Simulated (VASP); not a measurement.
# Ta5As4 (I4/m) in VASP: single point with PBEsol+U

Aim: the single point of Ta5As4 with PBEsol+U.

All numbers are computed with VASP 6.6.1; they aren't measurements. Logs are shortened: lines on timing, memory, paths and dates and some standing lists are left out, and cuts for length are marked.

### Step 1. The cell of the first run

The structure is tetragonal, space group I4/m (No. 87). Conventional cell: a = 9.825 Å, b = 9.825 Å, c = 3.439 Å, α = 90.00°, β = 90.00°, γ = 90.00°. Ta (site symmetry 4/m) has 4 As at 2.84 Å and 10 Ta at 2.88 to 3.44 Å within 3.7 Å. Ta (site symmetry m) has 5 As at 2.62 to 2.68 Å and 8 Ta at 2.88 to 3.44 Å within 3.5 Å. Within 3.6 Å of As (site symmetry m) lie 6 Ta at 2.62 to 2.84 Å and 6 As at 3.44 to 3.53 Å.

### Step 2. Single point, PBEsol+U

Contents of INCAR:

```
PREC = Accurate
ENCUT = 520
EDIFF = 1E-6
ISMEAR = -1
SIGMA = 0.1
LREAL = F
LASPH = T
NELM = 150
ALGO = Normal
ISIF = 2
LWAVE = F
LCHARG = F
LMAXMIX = 4
LDAU = T
LDAUTYPE = 2
LDAUL = 2 -1
LDAUU = 6 0
LDAUJ = 0 0
LDAUPRINT = 1
GGA = PS
NBANDS = 48
```

Contents of KPOINTS:

```
regular mesh
0
Gamma
  6 6 6
```

Contents of POSCAR:

```
Ta5As4
1.0
    0.0000000000      0.0000000000      3.4391850000
    4.9124410000     -4.9124410000      1.7195930000
    4.9124410000      4.9124410000     -1.7195930000
Ta As
5 4
Direct
    0.0000000000      0.0000000000      0.0000000000
    0.3682000000      0.9368000000      0.6732000000
    0.3050000000      0.3268000000      0.9368000000
    0.6318000000      0.0632000000      0.3268000000
    0.6950000000      0.6732000000      0.0632000000
    0.2840000000      0.7678000000      0.3358000000
    0.0518000000      0.6642000000      0.7678000000
    0.7160000000      0.2322000000      0.6642000000
    0.9482000000      0.3358000000      0.2322000000
```

Potentials or basis: VASP PAW PBE potentials, release 64 (Ta_pv, As).

Run with:

```
cat potpaw_PBE.64/Ta_pv/POTCAR potpaw_PBE.64/As/POTCAR > POTCAR
mpirun -np 1 vasp_std > vasp.out
```

OUTCAR:

```text
PREC = Accurate
   ENCUT = 520
   EDIFF = 1E-6
   ISMEAR = -1
   LREAL = F
   LASPH = T
   NELM = 150
   ISIF = 2
   GGA = PS

 ion  position               nearest neighbor table
   1  0.000  0.000  0.000-   7 2.84   9 2.84   8 2.84   6 2.84   5 2.88   3 2.88   2 2.88   4 2.88
                             2 2.88   4 2.88   3 2.88   5 2.88
   2  0.368  0.937  0.673-   6 2.62   7 2.64   7 2.64   8 2.68   8 2.68   1 2.88   1 2.88   4 3.09
                             4 3.09   3 3.27   5 3.27
   3  0.305  0.327  0.937-   7 2.62   8 2.64   8 2.64   9 2.68   9 2.68   1 2.88   1 2.88   5 3.09
                             5 3.09   2 3.27   4 3.27
   4  0.632  0.063  0.327-   8 2.62   9 2.64   9 2.64   6 2.68   6 2.68   1 2.88   1 2.88   2 3.09
                             2 3.09   5 3.27   3 3.27
   5  0.695  0.673  0.063-   9 2.62   6 2.64   6 2.64   7 2.68   7 2.68   1 2.88   1 2.88   3 3.09
                             3 3.09   4 3.27   2 3.27
   6  0.284  0.768  0.336-   2 2.62   5 2.64   5 2.64   4 2.68   4 2.68   1 2.84
   7  0.052  0.664  0.768-   3 2.62   2 2.64   2 2.64   5 2.68   5 2.68   1 2.84
   8  0.716  0.232  0.664-   4 2.62   3 2.64   3 2.64   2 2.68   2 2.68   1 2.84
   9  0.948  0.336  0.232-   5 2.62   4 2.64   4 2.64   3 2.68   3 2.68   1 2.84

  LATTYP: Found a body centered tetragonal cell.
 ALAT       =     9.8248820000
 C/A-ratio  =     0.3500484790

  Lattice vectors:

 A1 = (   4.9124410000,  -4.9124410000,  -1.7195920000)
 A2 = (  -4.9124410000,   4.9124410000,  -1.7195930000)
 A3 = (   4.9124410000,   4.9124410000,   1.7195920000)

Analysis of symmetry for initial positions (statically):
=====================================================================
 Subroutine PRICEL returns:
 Original cell was already a primitive cell.

 Routine SETGRP: Setting up the symmetry group for a
 body centered tetragonal supercell.

 Subroutine GETGRP returns: Found  8 space group operations
 (whereof  8 operations were pure point group operations)
 out of a pool of 16 trial point group operations.

The static configuration has the point symmetry C_4h.

Analysis of symmetry for dynamics (positions and initial velocities):
=====================================================================
 Subroutine PRICEL returns:
 Original cell was already a primitive cell.

 Routine SETGRP: Setting up the symmetry group for a
 body centered tetragonal supercell.

 Subroutine GETGRP returns: Found  8 space group operations
 (whereof  8 operations were pure point group operations)
 out of a pool of 16 trial point group operations.

The dynamic configuration has the point symmetry C_4h.

 Subroutine INISYM returns: Found  8 space group operations
 (whereof  8 operations are pure point group operations),
 and found     1 'primitive' translations

----------------------------------------------------------------------------------------

                                     Primitive cell

  volume of cell :     165.9894

  direct lattice vectors                    reciprocal lattice vectors
     0.000000000  0.000000000  3.439185000     0.000000000  0.101782423  0.290766562
     4.912441000 -4.912441000  1.719593000     0.101782393 -0.101782393  0.000000000
     4.912441000  4.912441000 -1.719593000     0.101782393  0.101782393  0.000000000

  length of vectors
     3.439185000  7.156895503  7.156895503     0.308066316  0.143942040  0.143942040

  position of ions in fractional coordinates (direct lattice)
     0.000000000  0.000000000  0.000000000
     0.368200000  0.936800000  0.673200000
     0.305000000  0.326800000  0.936800000
     0.631800000  0.063200000  0.326800000
     0.695000000  0.673200000  0.063200000
     0.284000000  0.767800000  0.335800000
     0.051800000  0.664200000  0.767800000
     0.716000000  0.232200000  0.664200000
     0.948200000  0.335800000  0.232200000

  ion indices of the primitive-cell ions
   primitive index   ion index
                 1           1
                 2           2
                 3           3
                 4           4
                 5           5
                 6           6
                 7           7
                 8           8
                 9           9

----------------------------------------------------------------------------------------

 KPOINTS: regular mesh

Automatic generation of k-mesh.
 Grid dimensions read from file:
 generate k-points for:    6    6    6

 Generating k-lattice:

  Cartesian coordinates                     Fractional coordinates (reciprocal lattice)
     0.000000000  0.016963737  0.048461094     0.166666667  0.000000000  0.000000000
     0.016963732 -0.016963732  0.000000000     0.000000000  0.166666667  0.000000000
     0.016963732  0.016963732  0.000000000     0.000000000  0.000000000  0.166666667

  Length of vectors
     0.051344386  0.023990340  0.023990340

  Shift w.r.t. Gamma in fractional coordinates (k-lattice)
     0.000000000  0.000000000  0.000000000

 Subroutine IBZKPT returns following result:
 ===========================================

 Found     36 irreducible k-points:

 Following reciprocal coordinates:
            Coordinates               Weight
  0.000000  0.000000  0.000000      1.000000
  0.166667 -0.000000  0.000000      8.000000
  0.333333  0.000000  0.000000      8.000000
  0.500000 -0.000000  0.000000      4.000000
  0.000000  0.166667  0.000000      4.000000
  0.333333  0.166667  0.000000      8.000000
[... 16 lines left out ...]
  0.166667  0.333333  0.166667      8.000000
 -0.333333  0.333333  0.166667      4.000000
 [... further k-points ...]
   k-points           NKPTS =     36   k-points in BZ     NKDIM =     36   number of bands    NBANDS=     48
   number of dos      NEDOS =    301   number of ions     NIONS =      9
   total plane-waves  NPLWV =  81648
   dimension x,y,z NGX =    28 NGY =   54 NGZ =   54
   dimension x,y,z NGXF=    56 NGYF=  108 NGZF=  108
   ions per type =               5   4
   NGX,Y,Z   is equivalent  to a cutoff of  13.53, 12.54, 12.54 a.u.
   NGXF,Y,Z  is equivalent  to a cutoff of  27.07, 25.09, 25.09 a.u.
 SYSTEM =  unknown system
   PREC   = accura    normal or accurate (medium, high low for compatibility)
   ISTART =      0    job   : 0-new  1-cont  2-samecut
   ICHARG =      2    charge: 1-file 2-atom 10-const
   ISPIN  =      1    spin polarized calculation?
   LNONCOLLINEAR =      F non collinear calculations
   LSORBIT =      F    spin-orbit coupling
   LASPH  =      T    aspherical Exc in radial PAW
   ENCUT  =  520.0 eV  38.22 Ry    6.18 a.u.   6.39 13.31 13.31*2*pi/ulx,y,z
   NELM   =    150;   NELMIN=  2; NELMDL= -5     # of ELM steps
   EDIFF  = 0.1E-05   stopping-criterion for ELM
   LREAL  =      F    real-space projection
[... 7 lines left out ...]
   TEBEG  =    0.0;   TEEND  =   0.0 temperature during run
   PSTRESS=    0.0 pullay stress
   NELECT =      75.0000    total number of electrons
   NUPDOWN=      -1.0000    fix difference up-down
   EMIN   =  10.00;   EMAX   =-10.00  energy-range for DOS
   EFERMI =   0.00;   METHOD = LEGACY
   ISMEAR =    -1;   SIGMA  =   0.10  broadening in eV -4-tet -1-fermi 0-gaus
   EFERMI_NEDOS =   21; number of points for ismear=-14 and -15
   IALGO  =     38    algorithm
   IMIX   =      4    mixing-type and parameters
     AMIX     =   0.40;   BMIX     =  1.00
     AMIX_MAG =   1.60;   BMIX_MAG =  1.00
  volume/ion in A,a.u.               =      18.44       124.46
  Fermi-wavevector in a.u.,A,eV,Ry     =   1.256228  2.373927 21.471478  1.578109
  Thomas-Fermi vector in A             =   2.389946
   LORBIT       =      0    0 simple, 1 ext, 2 COOP (PROOUT), +10 PAW based schemes
 LDA+U is selected, type is set to LDAUTYPE =  2
   angular momentum for each species LDAUL =     2   -1
   U (eV)           for each species LDAUU =   6.0  0.0
   J (eV)           for each species LDAUJ =   0.0  0.0
   GGA     = PS    functional components
   LHFCALC =     F    Hartree Fock is set to
   AEXX    =    0.0000 exact exchange contribution
   IVDW    =     0    specifies the selected vdW correction
   LEPSILON=     F    determine dielectric tensor
   LRPA    =     F    only Hartree local field effects (RPA)
 non-spin polarized calculation
  energy-cutoff  :      520.00
  volume of cell :      165.99
 maximum number of plane-waves:      4515
 NGX is ok and might be reduce to    28
   NGX = 13   NGY = 27   NGZ = 27

atom =   1  type =  1  l = 2

 onsite density matrix

spin component  1

  0.2808  0.0000 -0.0000 -0.0000  0.0515
  0.0000  0.2942 -0.0000 -0.0000  0.0000
 -0.0000 -0.0000  0.1350  0.0000 -0.0000
 -0.0000 -0.0000  0.0000  0.2942 -0.0000
  0.0515  0.0000 -0.0000 -0.0000  0.1443

spin component  2

  0.2808  0.0000 -0.0000 -0.0000  0.0515
  0.0000  0.2942 -0.0000 -0.0000  0.0000
 -0.0000 -0.0000  0.1350  0.0000 -0.0000
 -0.0000 -0.0000  0.0000  0.2942 -0.0000
  0.0515  0.0000 -0.0000 -0.0000  0.1443
[... 133 lines left out ...]
 occupancies and eigenvectors

  o =  0.1584  v = -0.1000 -0.0000 -0.9677 -0.0000  0.2314  0.0000  0.0000  0.0000  0.0000  0.0000      0.0000  0.0000  0.0000  0.0000  0.0000  0.0000  0.0000  0.0000  0.0000  0.0000
  o =  0.1584  v =  0.0000  0.0000  0.0000  0.0000  0.0000 -0.1000 -0.0000 -0.9677 -0.0000  0.2314      0.0000  0.0000  0.0000  0.0000  0.0000  0.0000  0.0000  0.0000  0.0000  0.0000
  o =  0.1959  v =  0.1237 -0.0000  0.2187 -0.0000  0.9679  0.0000  0.0000  0.0000  0.0000  0.0000      0.0000  0.0000  0.0000  0.0000  0.0000  0.0000  0.0000  0.0000  0.0000  0.0000
  o =  0.1959  v =  0.0000  0.0000  0.0000  0.0000  0.0000  0.1237 -0.0000  0.2187 -0.0000  0.9679      0.0000  0.0000  0.0000  0.0000  0.0000  0.0000  0.0000  0.0000  0.0000  0.0000
  o =  0.2098  v = -0.0000 -0.6075  0.0000 -0.7943 -0.0000  0.0000  0.0000  0.0000  0.0000  0.0000      0.0000  0.0000  0.0000  0.0000  0.0000  0.0000  0.0000  0.0000  0.0000  0.0000
  o =  0.2098  v =  0.0000  0.0000  0.0000  0.0000  0.0000 -0.0000 -0.6075  0.0000 -0.7943 -0.0000      0.0000  0.0000  0.0000  0.0000  0.0000  0.0000  0.0000  0.0000  0.0000  0.0000
  o =  0.2290  v =  0.9873 -0.0000 -0.1254 -0.0000 -0.0978  0.0000  0.0000  0.0000  0.0000  0.0000      0.0000  0.0000  0.0000  0.0000  0.0000  0.0000  0.0000  0.0000  0.0000  0.0000
  o =  0.2290  v =  0.0000  0.0000  0.0000  0.0000  0.0000  0.9873 -0.0000 -0.1254 -0.0000 -0.0978      0.0000  0.0000  0.0000  0.0000  0.0000  0.0000  0.0000  0.0000  0.0000  0.0000
  o =  0.3194  v =  0.0000  0.0000  0.0000  0.0000  0.0000  0.0000  0.7943 -0.0000 -0.6075  0.0000      0.0000  0.0000  0.0000  0.0000  0.0000  0.0000  0.0000  0.0000  0.0000  0.0000
  o =  0.3194  v =  0.0000  0.7943 -0.0000 -0.6075  0.0000  0.0000  0.0000  0.0000  0.0000  0.0000      0.0000  0.0000  0.0000  0.0000  0.0000  0.0000  0.0000  0.0000  0.0000  0.0000

 number of electron      75.0000004 magnetization

 Free energy of the ion-electron system (eV)
  ---------------------------------------------------
  ext. energy  EPLUGINS =         0.00000000
  ---------------------------------------------------
  free energy    TOTEN  =       -61.59845951 eV

  energy without entropy =      -61.49750728  energy(sigma->0) =      -61.54798339

 E-fermi :   6.3601     XC(G=0): -11.7220

 val. band max:        6.3525307227   @ k =   0.1667  -0.0000   0.0000
 cond. band min:       6.3730985322   @ k =   0.0000   0.3333   0.3333
 fundamental gap:      0.0205678095
 Fermi energy:         6.3601343900

 k-point     1 :       0.0000    0.0000    0.0000
  band No.  band energies     occupation
      1     -29.5358      2.00000
      2     -29.4805      2.00000
      3     -29.4805      2.00000
      4     -29.4261      2.00000
      5     -29.2926      2.00000
      6     -29.2926      2.00000
[... 1213 lines left out ...]
     47       9.9371      0.00000
     48      10.2060      0.00000

 [... further k-points ...]

------------------------ aborting loop because EDIFF is reached ----------------------------------------

  FORCE on cell =-STRESS in cart. coord.  units (eV):
  Direction    XX          YY          ZZ          XY          YZ          ZX
  --------------------------------------------------------------------------------------
  -------------------------------------------------------------------------------------
  Total        8.6882799      8.6882799      8.7582261      0.0000006     -0.0000009      0.0000000
  in kB       83.8617955     83.8617955     84.5369367      0.0000058     -0.0000085      0.0000000
  external PRESSURE =      84.0868426 kB  Pullay stress =       0.0000000 kB

 VOLUME and BASIS-vectors are now :
 -----------------------------------------------------------------------------
  energy-cutoff  :      520.00
  volume of cell :      165.99
      direct lattice vectors                 reciprocal lattice vectors
     0.000000000  0.000000000  3.439185000     0.000000000  0.101782423  0.290766562
     4.912441000 -4.912441000  1.719593000     0.101782393 -0.101782393  0.000000000
     4.912441000  4.912441000 -1.719593000     0.101782393  0.101782393  0.000000000

 POSITION                                       TOTAL-FORCE (eV/Angst)
 -----------------------------------------------------------------------------------
      0.00000      0.00000      0.00000        -0.000000      0.000000     -0.000000
      7.90903     -1.29492      1.71959        -0.213738     -0.274342      0.000000
      6.20736      2.99659     -0.00000         0.274342     -0.213738      0.000000
      1.91585      1.29492      1.71959         0.213738      0.274342     -0.000000
      3.61752     -2.99659      3.43919        -0.274342      0.213738     -0.000000
      5.42137     -2.12217      1.71959        -0.104661      0.547010     -0.000000
      7.03462      0.50893     -0.00000        -0.547010     -0.104661      0.000000
      4.40351      2.12217      1.71959         0.104661     -0.547010      0.000000
      2.79027     -0.50893      3.43919         0.547010      0.104661     -0.000000
 -----------------------------------------------------------------------------------
    total drift:                               -0.000000     -0.000000      0.000000

  FREE ENERGIE OF THE ION-ELECTRON SYSTEM (eV)
  ---------------------------------------------------
  free  energy   TOTEN  =       -61.5984595062 eV

  energy  without entropy=      -61.4975072838  energy(sigma->0) =      -61.54798339
```

Wall time 4.7 min (1 thread of Intel Xeon Platinum 8259CL at 2.50GHz (Skylake/Cascade Lake), shared host); peak memory 0.4 GiB.

Results:

```yaml
Free_energy: -61.5985 eV
Pressure: 8.4 GPa
Largest_force: 0.557 eV/Å
Band_gap_on_the_k_mesh: zero (an odd number of electrons rules out a gap without spin polarisation)
```

Forces in eV/Å, atoms in the order of the input:
```
Ta   0.000  0.000  0.000
Ta  -0.214 -0.274  0.000
Ta   0.274 -0.214  0.000
Ta   0.214  0.274  0.000
Ta  -0.274  0.214  0.000
As  -0.105  0.547  0.000
As  -0.547 -0.105  0.000
As   0.105 -0.547  0.000
As   0.547  0.105  0.000
```

Eigenvalues of the final occupation matrices:
| site | spin | trace | eigenvalues |
| --- | --- | --- | --- |
| site 1 d | 1 | 1.15 | 0.13 0.14 0.29 0.29 0.30 |
| site 1 d | 2 | 1.15 | 0.13 0.14 0.29 0.29 0.30 |
| site 2 d | 1 | 1.11 | 0.16 0.20 0.21 0.23 0.32 |
| site 2 d | 2 | 1.11 | 0.16 0.20 0.21 0.23 0.32 |
| site 3 d | 1 | 1.11 | 0.16 0.20 0.21 0.23 0.32 |
| site 3 d | 2 | 1.11 | 0.16 0.20 0.21 0.23 0.32 |
| site 4 d | 1 | 1.11 | 0.16 0.20 0.21 0.23 0.32 |
| site 4 d | 2 | 1.11 | 0.16 0.20 0.21 0.23 0.32 |
| site 5 d | 1 | 1.11 | 0.16 0.20 0.21 0.23 0.32 |
| site 5 d | 2 | 1.11 | 0.16 0.20 0.21 0.23 0.32 |

Caveat: the cell stands under pressure; the PAW data sets were made with another functional, which shifts forces and pressure a little; spin-orbit coupling is left out, which moves the levels of the heavy elements; an odd number of electrons without spin polarisation forces a metal; a magnetic or distorted state may lie lower; U without spin polarisation on a metal has little footing; the U is typed as a test and isn't derived for this compound.

The gap in the log of VASP goes by the Fermi energy; the results here count the filled bands.